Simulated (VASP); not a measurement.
# C: single point with PBEsol

C:

```xyz
2
Lattice="0.0000 1.7121 1.7121 1.7121 0.0000 1.7121 1.7121 1.7121 0.0000" Properties=species:S:1:pos:R:3 pbc="T T T"
C     1.7121    1.7121    1.7121
C     2.5681    2.5681    2.5681
```

This cell differs from its parent crystal: strain -0.040 along x and y, -0.040 along z.

```yaml
Program: VASP 6.6.1
Task: single point
Functional: PBEsol
Potentials_or_basis: VASP PAW PBE potentials, release 64 (C)
Cutoff: 520 eV
k_mesh: 12 × 12 × 12
Occupations: gaussian, width 0.05 eV
Spin: no spin polarisation
Dipole_correction: no
Further_INCAR_settings: ALGO = Normal; EDIFF = 1e-06; NBANDS = 11
```

| Quantity | Value |
| --- | --- |
| Pressure | 63.1 GPa |
| Band gap on the k mesh | 4.33 eV, indirect (least direct gap 5.88 eV) |

Levels at points of the mesh, in eV from the valence-band top:
```csv
k point,band 1,band 2,band 3,band 4,band 5,band 6,band 7,band 8
"(0.00, 0.00, 0.00)",-23.24,0.00,0.00,0.00,5.88,5.88,5.88,16.26
"(0.50, 0.00, 0.00)",-16.66,-14.90,-3.14,-3.14,8.89,8.89,10.56,16.56
"(0.50, 0.50, 0.00)",-13.69,-13.69,-7.12,-7.12,4.85,4.85,18.74,18.74
```

It took 3.9 s on 1 thread of Intel(R) Xeon(R) Platinum 8559C (Emerald Rapids), on a shared host, peak memory 0.11 GiB.

Caveat: the cell differs from its parent crystal (strain -0.040 along x and y, -0.040 along z); the PAW data sets were made with another functional, which shifts forces and pressure a little. A k mesh can miss the band edges.
